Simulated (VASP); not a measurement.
Here is a VASP 6.6.1 calculation.

INCAR

```
SYSTEM = BaH2
PREC     = Accurate       ! precision mode
ENCUT    = 500            ! plane-wave cutoff, eV
EDIFF    = 1E-6           ! SCF threshold, eV
ISMEAR   = 0              ! smearing method
SIGMA    = 0.02           ! smearing width, eV
LREAL    = .FALSE.        ! projectors in reciprocal space
LASPH    = .TRUE.         ! aspherical terms in the spheres
NELM     = 120            ! most SCF steps
ALGO     = Normal         ! electronic algorithm
ISIF     = 2              ! what is computed and relaxed
LWAVE    = .FALSE.        ! write WAVECAR
LCHARG   = .FALSE.        ! write CHGCAR
GGA      = PS             ! functional
NBANDS   = 21             ! bands
GGA_COMPAT= .FALSE.
```

The input KPOINTS:

```
regular mesh
0
G
  9 9 6
  0 0 0
```

Contents of POSCAR:

```
BaH2
1.0
    4.3487882893      0.0000000000      0.0000000000
   -2.1743941446      3.7661611342      0.0000000000
    0.0000000000      0.0000000000      5.6894085917
Ba H
2 4
Direct
    0.6666666667      0.3333333333      0.7500000000
    0.3333333333      0.6666666667      0.2500000000
    0.3333333333      0.6666666667      0.7500000000
    0.6666666667      0.3333333333      0.2500000000
    0.0000000000      0.0000000000      0.5000000000
    0.0000000000      0.0000000000      0.0000000000
```

Potentials or basis: VASP PAW PBE potentials, release 64 (Ba_sv, H).

Run with:

```console
$ cat potpaw_PBE.64/Ba_sv/POTCAR potpaw_PBE.64/H/POTCAR > POTCAR
$ mpirun -np 1 vasp_std > vasp.out
```

Estimate the band gap on the k mesh.

1.59 eV (least direct gap 2.39 eV).

Predict the pressure.

2.1 GPa.

Caveat: the PAW data sets were made with another functional, which shifts forces and pressure a little; spin-orbit coupling is left out, which moves the levels of the heavy elements; an odd mesh through Γ misses points on the zone boundary, where band edges can lie.
